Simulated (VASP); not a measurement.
# AlCu3 (P4mm) in VASP: notebook, part 2 of 2

VASP 6.6.1. Earlier steps stand in the parts before.

**3. Single point, PBEsol (atom 1 (Al) moved -0.450 Å along Cartesian [0 0 1])**

Input file INCAR:

```
SYSTEM = AlCu3
PREC = Accurate
ENCUT = 520
EDIFF = 1E-6
ISMEAR = 0
SIGMA = 0.15
LREAL = .FALSE.
LASPH = .TRUE.
NELM = 100
ALGO = Fast
ISIF = 2
LWAVE = .FALSE.
LCHARG = .TRUE.
GGA = PS
LELF = .TRUE.
LVHAR = .TRUE.
NBANDS = 26
```

Input file KPOINTS:

```
Automatic mesh
0
G
  14 14 14
  0 0 0
```

Input file POSCAR:

```
AlCu3
1.0
    3.6318704096      0.0000000000      0.0000000000
    0.0000000000      3.6318704096      0.0000000000
    0.0000000000      0.0000000000      3.6318704096
Al Cu
1 3
Direct
    0.0000000000      0.0000000000     -0.1239030993
    0.5000000000      0.5000000000      0.0000000000
    0.5000000000      0.0000000000      0.5000000000
    0.0000000000      0.5000000000      0.5000000000
```

Potentials or basis: VASP PAW PBE potentials, release 64 (Al, Cu).

Launch:

```console
$ cat potpaw_PBE.64/Al/POTCAR potpaw_PBE.64/Cu/POTCAR > POTCAR
$ mpirun -np 1 vasp_std > vasp.out
```

OUTCAR:

```text
SYSTEM = AlCu3
   PREC = Accurate
   ENCUT = 520
   EDIFF = 1E-6
   ISMEAR = 0
   LREAL = .FALSE.
   LASPH = .TRUE.
   NELM = 100
   ISIF = 2
   GGA = PS

 ion  position               nearest neighbor table
   1  0.000  0.000  0.876-   3 2.27   4 2.27   4 2.27   3 2.27   2 2.61   2 2.61   2 2.61   2 2.61
                             3 2.90   4 2.90   4 2.90   3 2.90
   2  0.500  0.500  0.000-   3 2.57   4 2.57   3 2.57   4 2.57   3 2.57   3 2.57   4 2.57   4 2.57
                             1 2.61   1 2.61   1 2.61   1 2.61
   3  0.500  0.000  0.500-   1 2.27   1 2.27   4 2.57   2 2.57   2 2.57   4 2.57   2 2.57   2 2.57
                             4 2.57   4 2.57   1 2.90   1 2.90
   4  0.000  0.500  0.500-   1 2.27   1 2.27   3 2.57   2 2.57   2 2.57   3 2.57   2 2.57   3 2.57
                             2 2.57   3 2.57   1 2.90   1 2.90

  LATTYP: Found a simple cubic cell.
 ALAT       =     3.6318704096

  Lattice vectors:

 A1 = (   3.6318704096,   0.0000000000,   0.0000000000)
 A2 = (   0.0000000000,   3.6318704096,   0.0000000000)
 A3 = (   0.0000000000,   0.0000000000,   3.6318704096)

Analysis of symmetry for initial positions (statically):
=====================================================================
 Subroutine PRICEL returns:
 Original cell was already a primitive cell.

 Routine SETGRP: Setting up the symmetry group for a
 simple cubic supercell.

 Subroutine GETGRP returns: Found  8 space group operations
 (whereof  8 operations were pure point group operations)
 out of a pool of 48 trial point group operations.

The static configuration has the point symmetry C_4v.

Analysis of symmetry for dynamics (positions and initial velocities):
=====================================================================
 Subroutine PRICEL returns:
 Original cell was already a primitive cell.

 Routine SETGRP: Setting up the symmetry group for a
 simple cubic supercell.

 Subroutine GETGRP returns: Found  8 space group operations
 (whereof  8 operations were pure point group operations)
 out of a pool of 48 trial point group operations.

[... 126 lines left out ...]
  Fermi-wavevector in a.u.,A,eV,Ry     =   1.488374  2.812618 30.140391  2.215256
  Thomas-Fermi vector in A             =   2.601416
   LORBIT       =      0    0 simple, 1 ext, 2 COOP (PROOUT), +10 PAW based schemes
   GGA     = PS    functional components
   LHFCALC =     F    Hartree Fock is set to
   AEXX    =    0.0000 exact exchange contribution
   IVDW    =     0    specifies the selected vdW correction
   LEPSILON=     F    determine dielectric tensor
   LRPA    =     F    only Hartree local field effects (RPA)
 non-spin polarized calculation
 RMM-DIIS sequential band-by-band and
 Gauss-broadening in eV      SIGMA  =   0.15
  energy-cutoff  :      520.00
  volume of cell :       47.91
 maximum number of plane-waves:      1328
 NGX is ok and might be reduce to    28
   NGX = 13   NGY = 13   NGZ = 13

 number of electron      35.9999975 magnetization

 Free energy of the ion-electron system (eV)
  ---------------------------------------------------
  ext. energy  EPLUGINS =         0.00000000
  ---------------------------------------------------
  free energy    TOTEN  =       -16.99586521 eV

  energy without entropy =      -16.98352957  energy(sigma->0) =      -16.98969739

 E-fermi :   8.6539     XC(G=0): -12.4701

 val. band max:        8.6490847147   @ k =   0.2857   0.2857   0.2143
 cond. band min:       8.6545346320   @ k =   0.0714   0.0714   0.1429
 fundamental gap:      0.0054499173
 Fermi energy:         8.6539179854

 k-point     1 :       0.0000    0.0000    0.0000
  band No.  band energies     occupation
      1      -2.1300      2.00000
      2       3.0820      2.00000
      3       3.4062      2.00000
      4       3.7981      2.00000
      5       3.8312      2.00000
      6       3.8891      2.00000
[... 685 lines left out ...]
     25      17.9069      0.00000
     26      18.4448      0.00000

 [... further k-points ...]

------------------------ aborting loop because EDIFF is reached ----------------------------------------

  FORCE on cell =-STRESS in cart. coord.  units (eV):
  Direction    XX          YY          ZZ          XY          YZ          ZX
  --------------------------------------------------------------------------------------
  -------------------------------------------------------------------------------------
  Total        2.7211087      2.7211087      1.9588836      0.0000000      0.0000000     -0.0000000
  in kB       91.0050397     91.0050397     65.5131043      0.0000000      0.0000000     -0.0000000
  external PRESSURE =      82.5077279 kB  Pullay stress =       0.0000000 kB

 VOLUME and BASIS-vectors are now :
 -----------------------------------------------------------------------------
  energy-cutoff  :      520.00
  volume of cell :       47.91
      direct lattice vectors                 reciprocal lattice vectors
     3.631870410  0.000000000  0.000000000     0.275340221  0.000000000  0.000000000
     0.000000000  3.631870410  0.000000000     0.000000000  0.275340221  0.000000000
     0.000000000  0.000000000  3.631870410     0.000000000  0.000000000  0.275340221

 POSITION                                       TOTAL-FORCE (eV/Angst)
 -----------------------------------------------------------------------------------
      0.00000      0.00000      3.18187         0.000000      0.000000      3.649602
      1.81594      1.81594      0.00000         0.000000     -0.000000     -0.135281
      1.81594      0.00000      1.81594        -0.000000      0.000000     -1.757160
      0.00000      1.81594      1.81594         0.000000      0.000000     -1.757160
 -----------------------------------------------------------------------------------
    total drift:                                0.000000      0.000000     -0.000443

  FREE ENERGIE OF THE ION-ELECTRON SYSTEM (eV)
  ---------------------------------------------------
  free  energy   TOTEN  =       -16.9958652050 eV

  energy  without entropy=      -16.9835295683  energy(sigma->0) =      -16.98969739
```

OSZICAR:

```text
N       E                     dE             d eps       ncg     rms          rms(c)
DAV:   1     0.252898205080E+03    0.25290E+03   -0.15752E+04 15320   0.219E+03
DAV:   2    -0.224652321335E+01   -0.25514E+03   -0.24398E+03 14986   0.354E+02
DAV:   3    -0.214415620301E+02   -0.19195E+02   -0.18350E+02 16948   0.136E+02
DAV:   4    -0.218681456068E+02   -0.42658E+00   -0.42524E+00 21620   0.239E+01
DAV:   5    -0.218762499693E+02   -0.81044E-02   -0.81035E-02 23138   0.255E+00    0.183E+01
RMM:   6    -0.203169254944E+02    0.15593E+01   -0.48010E+01 16985   0.106E+02    0.126E+01
RMM:   7    -0.169975874673E+02    0.33193E+01   -0.11829E+01 16360   0.548E+01    0.161E+00
RMM:   8    -0.169903992521E+02    0.71882E-02   -0.27618E-01 18116   0.735E+00    0.568E-01
RMM:   9    -0.169952710363E+02   -0.48718E-02   -0.11020E-01 18616   0.196E+00    0.243E-01
RMM:  10    -0.169954673775E+02   -0.19634E-03   -0.23281E-02 18235   0.235E+00    0.234E-01
RMM:  11    -0.169962151193E+02   -0.74774E-03   -0.81268E-03 20924   0.631E-01    0.180E-01
RMM:  12    -0.169958736128E+02    0.34151E-03   -0.29025E-03 18046   0.727E-01    0.874E-02
RMM:  13    -0.169958410686E+02    0.32544E-04   -0.68575E-04 18565   0.356E-01    0.281E-02
RMM:  14    -0.169958628510E+02   -0.21782E-04   -0.33124E-04 22001   0.139E-01    0.213E-02
RMM:  15    -0.169958689004E+02   -0.60495E-05   -0.40921E-05 19702   0.436E-02    0.333E-02
RMM:  16    -0.169958650227E+02    0.38778E-05   -0.15233E-05 17334   0.524E-02    0.176E-02
RMM:  17    -0.169958652050E+02   -0.18238E-06   -0.32854E-06 12010   0.145E-02
   1 F= -.16995865E+02 E0= -.16989697E+02  d E =-.123356E-01
```

stdout:

```text
POSCAR found type information on POSCAR AlCu
 POSCAR found :  2 types and       4 ions
 scaLAPACK will be used
 -----------------------------------------------------------------------------
|                                                                             |
|                                                                             |
|     You enforced a specific xc type in the INCAR file but a different       |
|     I HOPE YOU KNOW WHAT YOU ARE DOING!                                     |
|                                                                             |
 -----------------------------------------------------------------------------

 LDA part: xc-table for (Slater+PW92), standard interpolation
 POSCAR, INCAR and KPOINTS ok, starting setup
 FFT: planning ... GRIDC
 FFT: planning ... GRID_SOFT
 FFT: planning ... GRID
 WAVECAR not read
 entering main loop
```

Wall time 5.8 min (1 thread of Intel Xeon Platinum 8259CL at 2.50GHz (Skylake/Cascade Lake), shared host); peak memory 0.38 GiB.

Results:

```
Free energy            : -16.9959 eV
Pressure               : 8.3 GPa
Largest force          : 3.650 eV/Å
Band gap on the k mesh : zero (band 18 reaches 12.34 eV, above the bottom of band 19 at 6.77 eV)
```

Forces on the atoms (eV/Å):
```
Al   0.000  0.000  3.650
Cu   0.000  0.000 -0.135
Cu   0.000  0.000 -1.757
Cu   0.000  0.000 -1.757
```

Stress tensor (GPa, compression positive):
```
9.10 0.00 0.00
0.00 9.10 0.00
0.00 0.00 6.55
```

Levels at points of the mesh, in eV from the Fermi level:
| k point | band 14 | band 15 | band 16 | band 17 | band 18 | band 19 | band 20 | band 21 | band 22 | band 23 |
| --- | --- | --- | --- | --- | --- | --- | --- | --- | --- | --- |
| (0.00, 0.00, 0.00) | -2.31 | -2.14 | -2.14 | -0.28 | -0.28 | 0.07 | 4.04 | 4.28 | 4.92 | 10.47 |
| (0.50, 0.00, 0.00) | -3.09 | -2.96 | -2.56 | -2.14 | 3.69 | 3.75 | 3.92 | 3.93 | 4.72 | 5.99 |
| (0.00, 0.00, 0.50) | -3.10 | -2.95 | -2.76 | -2.31 | 3.15 | 3.15 | 4.47 | 4.47 | 4.74 | 6.01 |
| (0.50, 0.50, 0.00) | -3.12 | -2.95 | -2.78 | -2.36 | -1.38 | -1.38 | 5.09 | 6.62 | 6.62 | 8.34 |
| (0.00, 0.50, 0.50) | -3.05 | -2.99 | -2.87 | -2.52 | -1.27 | -1.19 | 5.45 | 6.58 | 7.05 | 7.38 |
| (0.50, 0.50, 0.50) | -2.57 | -2.57 | -2.40 | -2.40 | -2.32 | -1.65 | 1.30 | 1.61 | 1.61 | 1.86 |

Caveat: the cell differs from its parent crystal (atom 1 (Al) moved -0.450 Å along Cartesian [0 0 1]); the PAW data sets were made with another functional, which shifts forces and pressure a little.

**4. Single point, PBEsol (atom 1 (Al) moved +0.338 Å along Cartesian [0 0 1])**

Input file INCAR:

```
SYSTEM = AlCu3
ALGO     = Fast           ! electronic algorithm
EDIFF    = 1E-6           ! SCF threshold, eV
ENCUT    = 520            ! plane-wave cutoff, eV
GGA      = PS             ! functional
ISIF     = 2              ! what is computed and relaxed
ISMEAR   = 0              ! smearing method
LASPH    = .True.         ! aspherical terms in the spheres
LCHARG   = .False.        ! write CHGCAR
LREAL    = .False.        ! projectors in reciprocal space
LWAVE    = .False.        ! write WAVECAR
NBANDS   = 26             ! bands
NELM     = 100            ! most SCF steps
PREC     = Accurate       ! precision mode
SIGMA    = 0.15           ! smearing width, eV
```

Input file KPOINTS:

```
k-points
0
Gamma
  14 14 14
  0 0 0
```

Changes to POSCAR since step 3:

```diff
@@ -8,3 +8,3 @@
 Direct
-    0.0000000000      0.0000000000     -0.1239030993
+    0.0000000000      0.0000000000      0.0929273245
     0.5000000000      0.5000000000      0.0000000000
```

Launch:

```console
$ cat potpaw_PBE.64/Al/POTCAR potpaw_PBE.64/Cu/POTCAR > POTCAR
$ mpirun -np 1 vasp_std > vasp.out
```

It took 5.8 min on 1 thread of Intel Xeon Platinum 8259CL at 2.50GHz (Skylake/Cascade Lake), shared host; peak memory 0.38 GiB.

The run converged. Its results:

| Quantity | Value |
| --- | --- |
| Free energy | -17.3483 eV |
| Pressure | 4.9 GPa |
| Largest force | 2.632 eV/Å |
| Band gap on the k mesh | zero (band 18 reaches 12.37 eV, above the bottom of band 19 at 6.78 eV) |

Forces on the atoms (eV/Å):
```
Al   0.000  0.000 -2.632
Cu   0.000  0.000  0.100
Cu   0.000  0.000  1.266
Cu   0.000  0.000  1.266
```

Stress tensor (GPa, compression positive):
```
5.32 0.00 0.00
0.00 5.32 0.00
0.00 0.00 4.19
```

Levels at points of the mesh, in eV from the Fermi level:
```csv
k point,band 14,band 15,band 16,band 17,band 18,band 19,band 20,band 21,band 22,band 23
"(0.00, 0.00, 0.00)",-2.21,-2.11,-2.11,-0.29,-0.29,-0.08,4.20,4.33,4.96,10.53
"(0.50, 0.00, 0.00)",-3.06,-2.96,-2.54,-2.11,3.72,3.77,3.91,3.92,4.75,5.97
"(0.00, 0.00, 0.50)",-3.02,-2.96,-2.65,-2.21,3.34,3.34,4.31,4.31,4.75,5.99
"(0.50, 0.50, 0.00)",-3.08,-2.88,-2.83,-2.36,-1.31,-1.31,5.42,6.54,6.54,7.99
"(0.00, 0.50, 0.50)",-3.03,-2.97,-2.83,-2.46,-1.25,-1.20,5.68,6.52,7.03,7.14
"(0.50, 0.50, 0.50)",-2.71,-2.71,-2.34,-2.34,-2.29,-1.58,1.31,1.67,1.67,1.82
```

Caveat: the cell differs from its parent crystal (atom 1 (Al) moved +0.338 Å along Cartesian [0 0 1]); the PAW data sets were made with another functional, which shifts forces and pressure a little.

**5. Single point, PBEsol (atom 1 (Al) moved -0.225 Å along Cartesian [0 0 1])**

Input file INCAR:

```
  PREC = Accurate
  ENCUT = 520
  EDIFF = 1E-7
  ISMEAR = 0
  SIGMA = 0.15
  LREAL = False
  LASPH = True
  NELM = 80
  ALGO = Fast
  ISIF = 2
  LWAVE = False
  LCHARG = False
  GGA = PS
  NBANDS = 26
```

Input file KPOINTS:

```
Automatic mesh
0
Gamma
  14 14 14
```

Changes to POSCAR since step 4:

```diff
@@ -8,3 +8,3 @@
 Direct
-    0.0000000000      0.0000000000      0.0929273245
+    0.0000000000      0.0000000000     -0.0619515496
     0.5000000000      0.5000000000      0.0000000000
```

Launch:

```console
$ cat potpaw_PBE.64/Al/POTCAR potpaw_PBE.64/Cu/POTCAR > POTCAR
$ mpirun -np 1 vasp_std > vasp.out
```

Wall time 6.3 min (1 thread of Intel Xeon Platinum 8259CL at 2.50GHz (Skylake/Cascade Lake), shared host); peak memory 0.39 GiB.

It converged, with:

```
Free energy            : -17.5912 eV
Pressure               : 2.5 GPa
Largest force          : 1.700 eV/Å
Band gap on the k mesh : zero (band 18 reaches 12.40 eV, above the bottom of band 19 at 6.79 eV)
```

Forces on the atoms (eV/Å):
```
Al   0.000  0.000  1.700
Cu   0.000  0.000 -0.066
Cu   0.000  0.000 -0.817
Cu   0.000  0.000 -0.817
```

Stress tensor (GPa, compression positive):
```
2.66 0.00 0.00
0.00 2.66 0.00
0.00 0.00 2.27
```

Levels at points of the mesh, in eV from the Fermi level:
| k point | band 15 | band 16 | band 17 | band 18 | band 19 | band 20 | band 21 | band 22 |
| --- | --- | --- | --- | --- | --- | --- | --- | --- |
| (0.00, 0.00, 0.00) | -2.09 | -2.09 | -0.29 | -0.29 | -0.20 | 4.31 | 4.36 | 5.03 |
| (0.50, 0.00, 0.00) | -2.93 | -2.52 | -2.09 | 3.76 | 3.79 | 3.91 | 3.91 | 4.76 |
| (0.00, 0.00, 0.50) | -2.95 | -2.57 | -2.14 | 3.52 | 3.52 | 4.16 | 4.16 | 4.76 |
| (0.50, 0.50, 0.00) | -2.87 | -2.82 | -2.37 | -1.26 | -1.26 | 5.79 | 6.48 | 6.48 |
| (0.00, 0.50, 0.50) | -2.94 | -2.80 | -2.42 | -1.23 | -1.21 | 5.92 | 6.47 | 6.90 |
| (0.50, 0.50, 0.50) | -2.83 | -2.29 | -2.29 | -2.27 | -1.52 | 1.32 | 1.72 | 1.72 |

Caveat: the cell differs from its parent crystal (atom 1 (Al) moved -0.225 Å along Cartesian [0 0 1]); the PAW data sets were made with another functional, which shifts forces and pressure a little.
